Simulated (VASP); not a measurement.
# BeTe (I-4m2) in VASP: settings compared

The runs below take BeTe through single point, with PBE, r2SCAN, HSE06.

All numbers are computed with VASP 6.6.1; they aren't measurements. Logs are shortened: lines on timing, memory, paths and dates and some standing lists are left out, and cuts for length are marked.

## Step 1: The cell of the first run

It takes space group I-4m2 (No. 119, tetragonal). Conventional cell: a = 4.000 Å, b = 4.000 Å, c = 5.507 Å, α = 90.00°, β = 90.00°, γ = 90.00°. Within 3.2 Å of Be (site symmetry -4m2) lie 4 Te at 2.43 Å. Within 3.2 Å of Te (site symmetry -4m2) lie 4 Be at 2.43 Å.

## Step 2: Single point, PBE (uniaxial x strain -2.7%)

INCAR

```
SYSTEM = BeTe
ALGO = Normal
EDIFF = 1E-6
ENCUT = 520
GGA = PE
ISIF = 2
ISMEAR = -1
LASPH = .TRUE.
LCHARG = .TRUE.
LELF = .TRUE.
LREAL = .FALSE.
LVHAR = .TRUE.
LWAVE = .FALSE.
NBANDS = 11
NELM = 100
PREC = Accurate
SIGMA = 0.02
```

KPOINTS

```
k-points
0
G
  8 8 8
  0 0 0
```

POSCAR

```
BeTe
1.0
    0.0000000000      2.8286236224      2.8286236224
    2.7533822340      0.0000000000      2.8286236224
    2.7533822340      2.8286236224      0.0000000000
Be Te
1 1
Direct
    0.0000000000      0.0000000000      0.0000000000
    0.2500000000      0.2500000000      0.2500000000
```

Potentials or basis: VASP PAW PBE potentials, release 64 (Be, Te).

The run is started by

```
cat potpaw_PBE.64/Be/POTCAR potpaw_PBE.64/Te/POTCAR > POTCAR
mpirun -np 1 vasp_std > vasp.out
```

OUTCAR:

```text
SYSTEM = BeTe
   EDIFF = 1E-6
   ENCUT = 520
   GGA = PE
   ISIF = 2
   ISMEAR = -1
   LASPH = .TRUE.
   LREAL = .FALSE.
   NELM = 100
   PREC = Accurate

 ion  position               nearest neighbor table
   1  0.000  0.000  0.000-   2 2.43   2 2.43   2 2.43   2 2.43
   2  0.250  0.250  0.250-   1 2.43   1 2.43   1 2.43   1 2.43

  LATTYP: Found a body centered tetragonal cell.
 ALAT       =     4.0002778896
 C/A-ratio  =     1.3765954816

  Lattice vectors:

 A1 = (  -2.7533822340,   0.0000000000,  -2.8286236224)
 A2 = (  -2.7533822340,   0.0000000000,   2.8286236224)
 A3 = (   2.7533822340,   2.8286236224,   0.0000000000)

Analysis of symmetry for initial positions (statically):
=====================================================================
 Subroutine PRICEL returns:
 Original cell was already a primitive cell.

 Routine SETGRP: Setting up the symmetry group for a
 body centered tetragonal supercell.

 Subroutine GETGRP returns: Found  8 space group operations
 (whereof  8 operations were pure point group operations)
 out of a pool of 16 trial point group operations.

The static configuration has the point symmetry D_2d.

Analysis of symmetry for dynamics (positions and initial velocities):
=====================================================================
 Subroutine PRICEL returns:
 Original cell was already a primitive cell.

 Routine SETGRP: Setting up the symmetry group for a
 body centered tetragonal supercell.

 Subroutine GETGRP returns: Found  8 space group operations
 (whereof  8 operations were pure point group operations)
 out of a pool of 16 trial point group operations.

The dynamic configuration has the point symmetry D_2d.

 Subroutine INISYM returns: Found  8 space group operations
 (whereof  8 operations are pure point group operations),
 and found     1 'primitive' translations

----------------------------------------------------------------------------------------

                                     Primitive cell

  volume of cell :      44.0602

  direct lattice vectors                    reciprocal lattice vectors
     0.000000000  2.828623622  2.828623622    -0.181594838  0.176764415  0.176764415
     2.753382234  0.000000000  2.828623622     0.181594838 -0.176764415  0.176764415
     2.753382234  2.828623622  0.000000000     0.181594838  0.176764415 -0.176764415

  length of vectors
     4.000277890  3.947432751  3.947432751     0.308978967  0.308978967  0.308978967

  position of ions in fractional coordinates (direct lattice)
     0.000000000  0.000000000  0.000000000
     0.250000000  0.250000000  0.250000000

  ion indices of the primitive-cell ions
   primitive index   ion index
                 1           1
                 2           2

----------------------------------------------------------------------------------------

 KPOINTS: k-points

Automatic generation of k-mesh.
 Grid dimensions read from file:
 generate k-points for:    8    8    8

 Generating k-lattice:

  Cartesian coordinates                     Fractional coordinates (reciprocal lattice)
    -0.022699355  0.022095552  0.022095552     0.125000000 -0.000000000 -0.000000000
     0.022699355 -0.022095552  0.022095552     0.000000000  0.125000000  0.000000000
     0.022699355  0.022095552 -0.022095552     0.000000000  0.000000000  0.125000000

  Length of vectors
     0.038622371  0.038622371  0.038622371

  Shift w.r.t. Gamma in fractional coordinates (k-lattice)
     0.000000000  0.000000000  0.000000000

 Subroutine IBZKPT returns following result:
 ===========================================

 Found     59 irreducible k-points:

 Following reciprocal coordinates:
            Coordinates               Weight
  0.000000  0.000000  0.000000      1.000000
  0.125000 -0.000000 -0.000000      8.000000
  0.250000 -0.000000 -0.000000      8.000000
  0.375000 -0.000000 -0.000000      8.000000
  0.500000 -0.000000 -0.000000      4.000000
  0.125000  0.125000  0.000000      4.000000
[... 16 lines left out ...]
  0.250000  0.125000  0.125000      4.000000
  0.375000  0.125000  0.125000      8.000000
 [... further k-points ...]
   k-points           NKPTS =     59   k-points in BZ     NKDIM =     59   number of bands    NBANDS=     11
   number of dos      NEDOS =    301   number of ions     NIONS =      2
   total plane-waves  NPLWV =  27000
   dimension x,y,z NGX =    30 NGY =   30 NGZ =   30
   dimension x,y,z NGXF=    60 NGYF=   60 NGZF=   60
   ions per type =               1   1
   NGX,Y,Z   is equivalent  to a cutoff of  12.47, 12.63, 12.63 a.u.
   NGXF,Y,Z  is equivalent  to a cutoff of  24.94, 25.27, 25.27 a.u.
 SYSTEM =  BeTe
   PREC   = accura    normal or accurate (medium, high low for compatibility)
   ISTART =      0    job   : 0-new  1-cont  2-samecut
   ICHARG =      2    charge: 1-file 2-atom 10-const
   ISPIN  =      1    spin polarized calculation?
   LNONCOLLINEAR =      F non collinear calculations
   LSORBIT =      F    spin-orbit coupling
   LASPH  =      T    aspherical Exc in radial PAW
   ENCUT  =  520.0 eV  38.22 Ry    6.18 a.u.   7.44  7.34  7.34*2*pi/ulx,y,z
   NELM   =    100;   NELMIN=  2; NELMDL= -5     # of ELM steps
   EDIFF  = 0.1E-05   stopping-criterion for ELM
   LREAL  =      F    real-space projection
   EDIFFG = 0.1E-04   stopping-criterion for IOM
   NSW    =      0    number of steps for IOM
   IBRION =     -1    ionic relax: 0-MD 1-quasi-New 2-CG
   NFREE  =      0    steps in history (QN), initial steepest desc. (CG)
   ISIF   =      2    stress and relaxation
   ISYM   =      2    0-nonsym 1-usesym 2-fastsym
   POTIM  = 0.5000    time-step for ionic-motion
   TEBEG  =    0.0;   TEEND  =   0.0 temperature during run
   PSTRESS=    0.0 pullay stress
   NELECT =       8.0000    total number of electrons
   NUPDOWN=      -1.0000    fix difference up-down
   EMIN   =  10.00;   EMAX   =-10.00  energy-range for DOS
   EFERMI =   0.00;   METHOD = LEGACY
   ISMEAR =    -1;   SIGMA  =   0.02  broadening in eV -4-tet -1-fermi 0-gaus
   EFERMI_NEDOS =   21; number of points for ismear=-14 and -15
   IALGO  =     38    algorithm
   IMIX   =      4    mixing-type and parameters
     AMIX     =   0.40;   BMIX     =  1.00
     AMIX_MAG =   1.60;   BMIX_MAG =  1.00
  volume/ion in A,a.u.               =      22.03       148.67
  Fermi-wavevector in a.u.,A,eV,Ry     =   0.927020  1.751814 11.692391  0.859367
  Thomas-Fermi vector in A             =   2.053045
   LORBIT       =      0    0 simple, 1 ext, 2 COOP (PROOUT), +10 PAW based schemes
   GGA     = PE    functional components
   LHFCALC =     F    Hartree Fock is set to
   AEXX    =    0.0000 exact exchange contribution
   IVDW    =     0    specifies the selected vdW correction
   LEPSILON=     F    determine dielectric tensor
   LRPA    =     F    only Hartree local field effects (RPA)
 non-spin polarized calculation
  energy-cutoff  :      520.00
  volume of cell :       44.06
 maximum number of plane-waves:      1219
 NGX is ok and might be reduce to    30
   NGX = 15   NGY = 15   NGZ = 15

 number of electron       8.0000000 magnetization

 Free energy of the ion-electron system (eV)
  ---------------------------------------------------
  ext. energy  EPLUGINS =         0.00000000
  ---------------------------------------------------
  free energy    TOTEN  =        -7.61169420 eV

  energy without entropy =       -7.61169420  energy(sigma->0) =       -7.61169420

 E-fermi :   5.6930     XC(G=0):  -9.1120

 val. band max:        5.3424468716   @ k =   0.0000   0.0000   0.0000
 cond. band min:       7.0685413256   @ k =   0.0000   0.5000   0.5000
 fundamental gap:      1.7260944540
 Fermi energy:         5.6929769938

 k-point     1 :       0.0000    0.0000    0.0000
  band No.  band energies     occupation
      1      -7.1375      2.00000
      2       5.2021      2.00000
      3       5.2021      2.00000
      4       5.3424      2.00000
      5       8.8145      0.00000
      6       8.8706      0.00000
      7       8.8706      0.00000
      8       9.1655      0.00000
      9      13.5886      0.00000
     10      15.2577      0.00000
     11      15.7618      0.00000

 k-point     2 :       0.1250   -0.0000   -0.0000
  band No.  band energies     occupation
      1      -6.9868      2.00000
      2       3.9161      2.00000
      3       4.9477      2.00000
      4       5.0698      2.00000
      5       8.8021      0.00000
      6       9.1932      0.00000
      7       9.2162      0.00000
      8      10.4353      0.00000
      9      14.0094      0.00000
     10      14.3973      0.00000
     11      14.7322      0.00000

 k-point     3 :       0.2500   -0.0000   -0.0000
  band No.  band energies     occupation
      1      -6.5702      2.00000
      2       1.8843      2.00000
      3       4.4751      2.00000
      4       4.6458      2.00000
      5       8.5803      0.00000
      6       9.7118      0.00000
      7       9.7680      0.00000
      8      12.3547      0.00000
      9      14.2014      0.00000
     10      14.2368      0.00000
     11      14.5075      0.00000

 k-point     4 :       0.3750   -0.0000   -0.0000
  band No.  band energies     occupation
      1      -6.0375      2.00000
      2       0.2730      2.00000
      3       4.1119      2.00000
      4       4.3227      2.00000
      5       8.4010      0.00000
      6       9.7934      0.00000
      7       9.9596      0.00000
      8      13.1194      0.00000
      9      15.0033      0.00000
     10      15.4137      0.00000
     11      15.4145      0.00000
[... 239 lines left out ...]
 k-point    22 :       0.0000    0.1250    0.1250
  band No.  band energies     occupation
      1      -6.9287      2.00000
      2       4.2233      2.00000
      3       4.5102      2.00000
      4       4.5102      2.00000
      5       8.4082      0.00000
      6       9.8458      0.00000
      7       9.8458      0.00000
      8      10.1710      0.00000
      9      13.6125      0.00000
     10      14.5628      0.00000
     11      15.5121      0.00000

 k-point    23 :       0.2500    0.1250    0.1250
  band No.  band energies     occupation
      1      -6.7528      2.00000
      2       2.9585      2.00000
      3       4.0112      2.00000
      4       4.8890      2.00000
      5       9.1720      0.00000
      6       9.3311      0.00000
      7       9.7903      0.00000
      8      11.3044      0.00000
      9      13.4457      0.00000
     10      14.3326      0.00000
     11      15.0948      0.00000

 k-point    24 :       0.3750    0.1250    0.1250
  band No.  band energies     occupation
      1      -6.2893      2.00000
      2       1.3550      2.00000
      3       3.4019      2.00000
      4       4.4160      2.00000
      5       9.0571      0.00000
      6       9.8642      0.00000
      7      10.2865      0.00000
      8      12.1502      0.00000
      9      13.5360      0.00000
     10      15.1311      0.00000
     11      16.1797      0.00000

 [... further k-points ...]

------------------------ aborting loop because EDIFF is reached ----------------------------------------

  FORCE on cell =-STRESS in cart. coord.  units (eV):
  Direction    XX          YY          ZZ          XY          YZ          ZX
  --------------------------------------------------------------------------------------
  -------------------------------------------------------------------------------------
  Total        0.8311271      0.3999984      0.3999984      0.0000000      0.0000000      0.0000000
  in kB       30.2225573     14.5452765     14.5452765      0.0000000      0.0000000      0.0000000
  external PRESSURE =      19.7710368 kB  Pullay stress =       0.0000000 kB

 VOLUME and BASIS-vectors are now :
 -----------------------------------------------------------------------------
  energy-cutoff  :      520.00
  volume of cell :       44.06
      direct lattice vectors                 reciprocal lattice vectors
     0.000000000  2.828623622  2.828623622    -0.181594838  0.176764415  0.176764415
     2.753382234  0.000000000  2.828623622     0.181594838 -0.176764415  0.176764415
     2.753382234  2.828623622  0.000000000     0.181594838  0.176764415 -0.176764415

 POSITION                                       TOTAL-FORCE (eV/Angst)
 -----------------------------------------------------------------------------------
      0.00000      0.00000      0.00000         0.000000      0.000000      0.000000
      1.37669      1.41431      1.41431         0.000000     -0.000000     -0.000000
 -----------------------------------------------------------------------------------
    total drift:                                0.000000      0.000000      0.000000

  FREE ENERGIE OF THE ION-ELECTRON SYSTEM (eV)
  ---------------------------------------------------
  free  energy   TOTEN  =        -7.6116941996 eV

  energy  without entropy=       -7.6116941996  energy(sigma->0) =       -7.61169420
```

It took 18 s on 1 thread of AMD EPYC 7R13 (Zen 3), shared host; peak memory 0.16 GiB.

What came out:

| Property | Result |
| --- | --- |
| Free energy | -7.6117 eV |
| Pressure | 2.0 GPa |
| Band gap on the k mesh | 1.73 eV, indirect (least direct gap 3.47 eV) |

Levels at points of the mesh, in eV from the valence-band top:
| k point | band 2 | band 3 | band 4 | band 5 | band 6 | band 7 |
| --- | --- | --- | --- | --- | --- | --- |
| (0.00, 0.00, 0.00) | -0.14 | -0.14 | 0.00 | 3.47 | 3.53 | 3.53 |
| (0.50, 0.00, 0.00) | -5.72 | -1.36 | -1.14 | 2.99 | 4.40 | 4.61 |
| (0.50, 0.50, 0.00) | -5.33 | -2.75 | -2.70 | 1.91 | 2.63 | 9.60 |
| (0.00, 0.50, 0.50) | -5.18 | -2.91 | -2.91 | 1.73 | 2.41 | 9.72 |

Caveat: the cell differs from its parent crystal (uniaxial x strain -2.7%); spin-orbit coupling is left out, which moves the levels of the heavy elements.

## Step 3: Single point, r2SCAN (uniaxial x strain -2.7%)

POSCAR is that of step 2.

INCAR.step1

```
SYSTEM = BeTe
ALGO = Normal
EDIFF = 1E-4
ENCUT = 520
GGA = PE
ISMEAR = 0
LASPH = .TRUE.
LCHARG = .FALSE.
LREAL = .FALSE.
LWAVE = .TRUE.
NBANDS = 11
NELM = 60
PREC = Accurate
SIGMA = 0.01
```

INCAR.step2

```
SYSTEM = BeTe
ALGO = Normal
EDIFF = 1E-7
ENCUT = 520
ISIF = 2
ISMEAR = 0
ISTART = 1
LASPH = .TRUE.
LCHARG = .FALSE.
LMIXTAU = .TRUE.
LREAL = .FALSE.
LWAVE = .FALSE.
METAGGA = R2SCAN
NBANDS = 11
NELM = 60
PREC = Accurate
SIGMA = 0.01
```

KPOINTS is that of step 2.

Potentials or basis: VASP PAW PBE potentials, release 64 (Be, Te).

The run is started by

```
cat potpaw_PBE.64/Be/POTCAR potpaw_PBE.64/Te/POTCAR > POTCAR
cp INCAR.step1 INCAR
mpirun -np 1 vasp_std > vasp.out
cp INCAR.step2 INCAR
mpirun -np 1 vasp_std > vasp.out
```

Wall time 87 s (1 thread of AMD EPYC 7R13 (Zen 3), shared host); peak memory 0.16 GiB.

It converged, with:

| Item | Value |
| --- | --- |
| Free energy | -30.6731 eV |
| Pressure | 1.9 GPa |
| Band gap on the k mesh | 2.08 eV, indirect (least direct gap 3.87 eV) |

Stress tensor (GPa, compression positive):
```
2.97 0.00 0.00
0.00 1.34 0.00
0.00 0.00 1.34
```

Levels at points of the mesh, in eV from the valence-band top:
```tsv
k point	band 2	band 3	band 4	band 5	band 6	band 7
(0.00, 0.00, 0.00)	-0.15	-0.15	0.00	3.87	3.93	3.93
(0.50, 0.00, 0.00)	-5.95	-1.41	-1.17	3.46	4.82	5.03
(0.50, 0.50, 0.00)	-5.57	-2.86	-2.80	2.27	2.95	10.44
(0.00, 0.50, 0.50)	-5.41	-3.03	-3.03	2.08	2.72	10.58
```

Caveat: the cell differs from its parent crystal (uniaxial x strain -2.7%); the PAW data sets were made with another functional, which shifts forces and pressure a little; spin-orbit coupling is left out, which moves the levels of the heavy elements. A k mesh can miss the band edges.

## Step 4: Single point, HSE06 (uniaxial x strain -2.7%)

POSCAR is that of step 3.

INCAR.step1

```
  ALGO = Normal
  EDIFF = 1E-5
  ENCUT = 520
  GGA = PE
  ISIF = 2
  ISMEAR = 0
  LASPH = True
  LREAL = False
  LWAVE = True
  NBANDS = 11
  NELM = 100
  PREC = Accurate
  SIGMA = 0.01
```

INCAR.step2

```
  ALGO = Normal
  EDIFF = 1E-6
  ENCUT = 520
  GGA = PE
  HFSCREEN = 0.2079
  ISIF = 2
  ISMEAR = 0
  ISTART = 1
  LASPH = True
  LCHARG = True
  LELF = True
  LHFCALC = True
  LREAL = False
  LVHAR = True
  LWAVE = False
  NBANDS = 11
  NELM = 100
  PREC = Accurate
  PRECFOCK = Normal
  SIGMA = 0.01
```

KPOINTS

```
k-points
0
Gamma
  6 6 6
```

The run is started by

```
cat potpaw_PBE.64/Be/POTCAR potpaw_PBE.64/Te/POTCAR > POTCAR
cp INCAR.step1 INCAR
mpirun -np 1 vasp_std > vasp.out
cp INCAR.step2 INCAR
mpirun -np 1 vasp_std > vasp.out
```

Wall time 16 min (1 thread of AMD EPYC 7R13 (Zen 3), shared host); peak memory 0.27 GiB.

It converged, with:

* Free energy: -8.7476 eV
* Pressure: 0.7 GPa
* Band gap on the k mesh: 2.38 eV, indirect (least direct gap 4.33 eV)

Stress tensor (GPa, compression positive):
```
1.81 0.00 0.00
0.00 0.12 0.00
0.00 0.00 0.12
```

Levels at points of the mesh, in eV from the valence-band top:
```tsv
k point	band 1	band 2	band 3	band 4	band 5	band 6	band 7	band 8	band 9
(0.00, 0.00, 0.00)	-13.64	-0.15	-0.15	0.00	4.33	4.38	4.38	4.59	9.30
(0.50, 0.00, 0.00)	-12.09	-6.30	-1.47	-1.22	3.74	5.27	5.50	8.75	12.02
(0.50, 0.50, 0.00)	-11.55	-5.89	-2.99	-2.93	2.57	3.34	10.96	11.09	12.75
(0.00, 0.50, 0.50)	-11.44	-5.73	-3.16	-3.16	2.38	3.11	11.08	11.08	12.96
```

Caveat: the cell differs from its parent crystal (uniaxial x strain -2.7%); the PAW data sets were made with another functional, which shifts forces and pressure a little; spin-orbit coupling is left out, which moves the levels of the heavy elements. A k mesh can miss the band edges.

## Step 5: Overview

```tsv
level	k mesh	smearing	grid for exact exchange (PRECFOCK)	screening parameter	gap on the mesh (eV)	pressure (GPa)
PBE	8 × 8 × 8	fermi-dirac 0.02 eV	-	-	1.73	2.0
r2SCAN	8 × 8 × 8	gaussian 0.01 eV	-	-	2.08	1.9
HSE06	6 × 6 × 6	gaussian 0.01 eV	Normal	0.2079 1/Å	2.38	0.7
```

Alike in all rows: task single point; potentials or basis VASP PAW PBE potentials, release 64 (Be, Te); no spin polarisation; cell as given; cutoff (eV) 520.

Caveats: spin-orbit coupling is left out, which moves the levels of the heavy elements; the PAW data sets were made with another functional, which shifts forces and pressure a little (some runs).

Total energies depend on the potentials used, so only differences within one code and one set of settings carry meaning.
